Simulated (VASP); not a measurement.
# EuS (Fm-3m) in VASP: single point with LDA

Aim: the single point of EuS with LDA.

Program: VASP 6.6.1. These are calculated values, not measurements. Logs are shortened: lines on timing, memory, paths and dates and some standing lists are left out, and cuts for length are marked.

## (1) The cell of the first run

The structure is cubic, space group Fm-3m (No. 225). The conventional cell has a = 5.957 Å, b = 5.957 Å, c = 5.957 Å, α = 90.00°, β = 90.00°, γ = 90.00°. Within 3.9 Å of Eu (site symmetry m-3m) lie 6 S at 2.98 Å. Within 3.9 Å of S (site symmetry m-3m) lie 6 Eu at 2.98 Å.

## (2) Single point, LDA, collinear spin, ferromagnetic start

File INCAR:

```
SYSTEM = EuS
PREC     = Accurate       ! precision mode
ENCUT    = 600            ! plane-wave cutoff, eV
EDIFF    = 1E-6           ! SCF threshold, eV
ISMEAR   = -1             ! smearing method
SIGMA    = 0.02           ! smearing width, eV
LREAL    = .False.        ! projectors in reciprocal space
LASPH    = .True.         ! aspherical terms in the spheres
NELM     = 200            ! most SCF steps
ALGO     = Normal         ! electronic algorithm
ISIF     = 2              ! what is computed and relaxed
LWAVE    = .False.        ! write WAVECAR
LCHARG   = .False.        ! write CHGCAR
ISPIN    = 2              ! spin polarisation
MAGMOM   = 7 7 0 0        ! initial moments
LORBIT   = 11             ! projections on sites
LMAXMIX  = 6              ! l up to which the mixer works
GGA      = CA             ! functional
NBANDS   = 35             ! bands
ISYM     = 0            
GGA_COMPAT= .False.
```

File KPOINTS:

```
regular mesh
0
Gamma
  5 3 5
  0 0 0
```

File POSCAR:

```
EuS
1.0
    0.0000000000     -2.9785000000     -2.9785000000
   -5.9570000000     -2.9785000000     -2.9785000000
    0.0000000000      2.9785000000     -2.9785000000
Eu S
2 2
Direct
    0.0000000000      0.0000000000      0.0000000000
    0.0000000000      0.5000000000      0.5000000000
    0.5000000000      0.0000000000      0.5000000000
    0.5000000000      0.5000000000      0.0000000000
```

Potentials or basis: VASP PAW PBE potentials, release 64 (Eu, S).

Started as:

```
> cat potpaw_PBE.64/Eu/POTCAR potpaw_PBE.64/S/POTCAR > POTCAR
> mpirun -np 1 vasp_std > vasp.out
```

OUTCAR:

```text
SYSTEM = EuS
   PREC = Accurate
   ENCUT = 600
   EDIFF = 1E-6
   ISMEAR = -1
   LREAL = .False.
   LASPH = .True.
   NELM = 200
   ISIF = 2
   ISPIN = 2
   LORBIT = 11
   GGA = CA
   ISYM = 0

 ion  position               nearest neighbor table
   1  0.000  0.000  0.000-   3 2.98   3 2.98   4 2.98   3 2.98   4 2.98   3 2.98
   2  0.000  0.500  0.500-   4 2.98   4 2.98   3 2.98   3 2.98   4 2.98   4 2.98
   3  0.500  0.000  0.500-   1 2.98   1 2.98   2 2.98   1 2.98   2 2.98   1 2.98
   4  0.500  0.500  0.000-   2 2.98   2 2.98   1 2.98   1 2.98   2 2.98   2 2.98

IMPORTANT INFORMATION: All symmetrisations will be switched off!
NOSYMM: (Re-)initialisation of all symmetry stuff for point group C_1.

----------------------------------------------------------------------------------------

                                     Primitive cell

  volume of cell :     105.6946

  direct lattice vectors                    reciprocal lattice vectors
     0.000000000 -2.978500000 -2.978500000     0.167869733 -0.167869733 -0.167869733
    -5.957000000 -2.978500000 -2.978500000    -0.167869733  0.000000000  0.000000000
     0.000000000  2.978500000 -2.978500000     0.000000000  0.167869733 -0.167869733

  length of vectors
     4.212235096  7.295805199  4.212235096     0.290758907  0.167869733  0.237403653

  position of ions in fractional coordinates (direct lattice)
     0.000000000  0.000000000  0.000000000
     0.000000000  0.500000000  0.500000000
     0.500000000  0.000000000  0.500000000
     0.500000000  0.500000000  0.000000000

  ion indices of the primitive-cell ions
   primitive index   ion index
                 1           1
                 2           2
                 3           3
                 4           4

----------------------------------------------------------------------------------------

 KPOINTS: regular mesh

Automatic generation of k-mesh.
 Grid dimensions read from file:
 generate k-points for:    5    3    5

 Generating k-lattice:

  Cartesian coordinates                     Fractional coordinates (reciprocal lattice)
     0.033573947 -0.033573947 -0.033573947     0.200000000  0.000000000  0.000000000
    -0.055956578  0.000000000  0.000000000     0.000000000  0.333333333  0.000000000
     0.000000000  0.033573947 -0.033573947     0.000000000  0.000000000  0.200000000

  Length of vectors
     0.058151781  0.055956578  0.047480731

  Shift w.r.t. Gamma in fractional coordinates (k-lattice)
     0.000000000  0.000000000  0.000000000

 -----------------------------------------------------------------------------
|                                                                             |
|           W    W    AA    RRRRR   N    N  II  N    N   GGGG   !!!           |
|           W    W   A  A   R    R  NN   N  II  NN   N  G    G  !!!           |
|           W    W  A    A  R    R  N N  N  II  N N  N  G       !!!           |
|           W WW W  AAAAAA  RRRRR   N  N N  II  N  N N  G  GGG   !            |
|           WW  WW  A    A  R   R   N   NN  II  N   NN  G    G                |
|           W    W  A    A  R    R  N    N  II  N    N   GGGG   !!!           |
|                                                                             |
|     Your reciprocal lattice and k-lattice belong to different lattice       |
|     classes:                                                                |
|                                                                             |
|        The reciprocal lattice is simple tetragonal,                         |
|        whereas your k-lattice is simple monoclinic.                         |
|                                                                             |
|     Results are often still useful ...                                      |
|                                                                             |
 -----------------------------------------------------------------------------

 WARNING: IBZKPT: internal override: KBLOWUP is changed to .FALSE.
      ... skipping the blow-up phase ...

 Subroutine IBZKPT returns following result:
 ===========================================

 Found     38 irreducible k-points:

 Following reciprocal coordinates:
            Coordinates               Weight
  0.000000  0.000000  0.000000      1.000000
  0.200000  0.000000  0.000000      2.000000
  0.400000  0.000000  0.000000      2.000000
  0.000000  0.333333  0.000000      2.000000
  0.200000  0.333333  0.000000      2.000000
  0.400000  0.333333  0.000000      2.000000
[... 16 lines left out ...]
 -0.200000 -0.333333  0.200000      2.000000
  0.000000  0.000000  0.400000      2.000000
 [... further k-points ...]
   k-points           NKPTS =     38   k-points in BZ     NKDIM =     38   number of bands    NBANDS=     35
   number of dos      NEDOS =    301   number of ions     NIONS =      4
   total plane-waves  NPLWV =  77760
   dimension x,y,z NGX =    36 NGY =   60 NGZ =   36
   dimension x,y,z NGXF=    72 NGYF=  120 NGZF=   72
   ions per type =               2   2
   NGX,Y,Z   is equivalent  to a cutoff of  14.21, 13.67, 14.21 a.u.
   NGXF,Y,Z  is equivalent  to a cutoff of  28.42, 27.34, 28.42 a.u.
 SYSTEM =  EuS
   PREC   = accura    normal or accurate (medium, high low for compatibility)
   ISTART =      0    job   : 0-new  1-cont  2-samecut
   ICHARG =      2    charge: 1-file 2-atom 10-const
   ISPIN  =      2    spin polarized calculation?
   LNONCOLLINEAR =      F non collinear calculations
   LSORBIT =      F    spin-orbit coupling
   LASPH  =      T    aspherical Exc in radial PAW
   ENCUT  =  600.0 eV  44.10 Ry    6.64 a.u.   8.41 14.57  8.41*2*pi/ulx,y,z
   NELM   =    200;   NELMIN=  2; NELMDL= -5     # of ELM steps
   EDIFF  = 0.1E-05   stopping-criterion for ELM
   LREAL  =      F    real-space projection
   EDIFFG = 0.1E-04   stopping-criterion for IOM
   NSW    =      0    number of steps for IOM
   IBRION =     -1    ionic relax: 0-MD 1-quasi-New 2-CG
   NFREE  =      0    steps in history (QN), initial steepest desc. (CG)
   ISIF   =      2    stress and relaxation
   ISYM   =      0    0-nonsym 1-usesym 2-fastsym
   POTIM  = 0.5000    time-step for ionic-motion
   TEBEG  =    0.0;   TEEND  =   0.0 temperature during run
   PSTRESS=    0.0 pullay stress
   NELECT =      46.0000    total number of electrons
   NUPDOWN=      -1.0000    fix difference up-down
   EMIN   =  10.00;   EMAX   =-10.00  energy-range for DOS
   EFERMI =   0.00;   METHOD = LEGACY
   ISMEAR =    -1;   SIGMA  =   0.02  broadening in eV -4-tet -1-fermi 0-gaus
   EFERMI_NEDOS =   21; number of points for ismear=-14 and -15
   IALGO  =     38    algorithm
   IMIX   =      4    mixing-type and parameters
     AMIX     =   0.40;   BMIX     =  1.00
     AMIX_MAG =   1.60;   BMIX_MAG =  1.00
  volume/ion in A,a.u.               =      26.42       178.32
  Fermi-wavevector in a.u.,A,eV,Ry     =   1.240633  2.344456 20.941667  1.539169
  Thomas-Fermi vector in A             =   2.375065
   LORBIT       =     11    0 simple, 1 ext, 2 COOP (PROOUT), +10 PAW based schemes
   GGA     = CA    functional components
   LHFCALC =     F    Hartree Fock is set to
   AEXX    =    0.0000 exact exchange contribution
   IVDW    =     0    specifies the selected vdW correction
   LEPSILON=     F    determine dielectric tensor
   LRPA    =     F    only Hartree local field effects (RPA)
 spin polarized calculation
  energy-cutoff  :      600.00
  volume of cell :      105.69
 maximum number of plane-waves:      3563
 NGX is ok and might be reduce to    36
   NGX = 17   NGY = 29   NGZ = 17

 number of electron      45.9999994 magnetization      13.8688432

 Free energy of the ion-electron system (eV)
  ---------------------------------------------------
  ext. energy  EPLUGINS =         0.00000000
  ---------------------------------------------------
  free energy    TOTEN  =       -41.07715736 eV

  energy without entropy =      -41.07269661  energy(sigma->0) =      -41.07492698

 E-fermi :   3.8781     XC(G=0): -10.0059

 val. band max:        3.8615590210   @ k =   0.0000   0.0000   0.0000
 cond. band min:       3.8846546180   @ k =   0.0000   0.3333   0.0000
 fundamental gap:      0.0230955969
 Fermi energy:         3.8781211469

 spin component 1

 k-point     1 :       0.0000    0.0000    0.0000
  band No.  band energies     occupation
      1     -37.2556      1.00000
      2     -37.2377      1.00000
      3     -16.3408      1.00000
      4     -16.2001      1.00000
      5     -16.1995      1.00000
      6     -16.1038      1.00000
[... 27 lines left out ...]
     34       4.9991      0.00000
     35       4.9993      0.00000
[... 843 lines left out ...]
      5     -16.2466      1.00000
      6     -16.1715      1.00000
[... 27 lines left out ...]
     34       6.3623      0.00000
     35       6.7149      0.00000

 [... further k-points ...]

 spin component 2

 k-point     1 :       0.0000    0.0000    0.0000
  band No.  band energies     occupation
      1     -34.4720      1.00000
      2     -34.4477      1.00000
      3     -14.3327      1.00000
      4     -14.1421      1.00000
      5     -14.1413      1.00000
      6     -14.0144      1.00000
[... 27 lines left out ...]
     34       8.2226      0.00000
     35       8.2588      0.00000
[... 843 lines left out ...]
      5     -14.2068      1.00000
      6     -14.1065      1.00000
[... 27 lines left out ...]
     34       8.3422      0.00000
     35       8.4480      0.00000

 [... further k-points ...]

------------------------ aborting loop because EDIFF is reached ----------------------------------------

  FORCE on cell =-STRESS in cart. coord.  units (eV):
  Direction    XX          YY          ZZ          XY          YZ          ZX
  --------------------------------------------------------------------------------------
  -------------------------------------------------------------------------------------
  Total       -5.0859157     -5.0947337     -5.0949024      0.0118162     -0.0030044      0.0118685
  in kB      -77.0951281    -77.2287963    -77.2313538      0.1791164     -0.0455423      0.1799099
  external PRESSURE =     -77.1850928 kB  Pullay stress =       0.0000000 kB

 VOLUME and BASIS-vectors are now :
 -----------------------------------------------------------------------------
  energy-cutoff  :      600.00
  volume of cell :      105.69
      direct lattice vectors                 reciprocal lattice vectors
     0.000000000 -2.978500000 -2.978500000     0.167869733 -0.167869733 -0.167869733
    -5.957000000 -2.978500000 -2.978500000    -0.167869733  0.000000000  0.000000000
     0.000000000  2.978500000 -2.978500000     0.000000000  0.167869733 -0.167869733

 POSITION                                       TOTAL-FORCE (eV/Angst)
 -----------------------------------------------------------------------------------
      0.00000      0.00000      0.00000         0.000051      0.000061     -0.000046
     -2.97850      0.00000     -2.97850        -0.000016     -0.000051      0.000017
      0.00000      0.00000     -2.97850        -0.000031     -0.000011      0.000019
     -2.97850     -2.97850     -2.97850        -0.000004      0.000002      0.000011
 -----------------------------------------------------------------------------------
    total drift:                                0.000071      0.000022     -0.000059

  FREE ENERGIE OF THE ION-ELECTRON SYSTEM (eV)
  ---------------------------------------------------
  free  energy   TOTEN  =       -41.0771573560 eV

  energy  without entropy=      -41.0726966090  energy(sigma->0) =      -41.07492698

 total charge

# of ion       s       p       d       f       tot
--------------------------------------------------
    1        2.020   5.694   0.321   6.637  14.673
    2        2.020   5.694   0.321   6.638  14.673
    3        1.307   2.387   0.000   0.000   3.694
    4        1.307   2.387   0.000   0.000   3.694
--------------------------------------------------
tot          6.656  16.162   0.641  13.275  36.734

 magnetization (x)

# of ion       s       p       d       f       tot
--------------------------------------------------
    1       -0.009  -0.087   0.081   6.604   6.588
    2       -0.009  -0.088   0.081   6.605   6.589
    3       -0.006  -0.053   0.000   0.000  -0.058
    4       -0.006  -0.052   0.000   0.000  -0.058
--------------------------------------------------
tot         -0.030  -0.280   0.162  13.209  13.061
```

Run time: 14 min. Hardware: 1 thread of Intel Xeon Platinum 8259CL at 2.50GHz (Skylake/Cascade Lake), shared host; peak memory 0.41 GiB.

What came out:

```yaml
Free_energy: -41.0772 eV
Pressure: -7.7 GPa
Net_moment: 13.87 μB per cell
Site_moments: Eu +6.59; S -0.06 μB
Valence_electrons_inside_the_program's_atomic_spheres: Eu 14.67; S 3.69
```

Levels at points of the mesh, in eV from the Fermi level:
Spin up:
| k point | band 26 | band 27 | band 28 | band 29 | band 30 | band 31 | band 32 | band 33 | band 34 | band 35 |
| --- | --- | --- | --- | --- | --- | --- | --- | --- | --- | --- |
| (0.00, 0.00, 0.00) | -0.18 | -0.02 | -0.02 | 0.14 | 0.14 | 0.14 | 0.87 | 1.12 | 1.12 | 1.12 |
Spin down:
```tsv
k point	band 12	band 13	band 14	band 15	band 16	band 17	band 18	band 19	band 20	band 21
(0.00, 0.00, 0.00)	-2.79	-2.79	-2.43	-2.43	-2.43	-0.26	1.27	1.75	1.75	1.75
```

Caveat: the cell stands under tension; the PAW data sets were made with another functional, which shifts forces and pressure a little; spin-orbit coupling is left out, which moves the levels of the heavy elements; semilocal functionals describe open f shells poorly, which spoils levels, moments and volumes. The state reached can hang on the start; a lower one may exist.
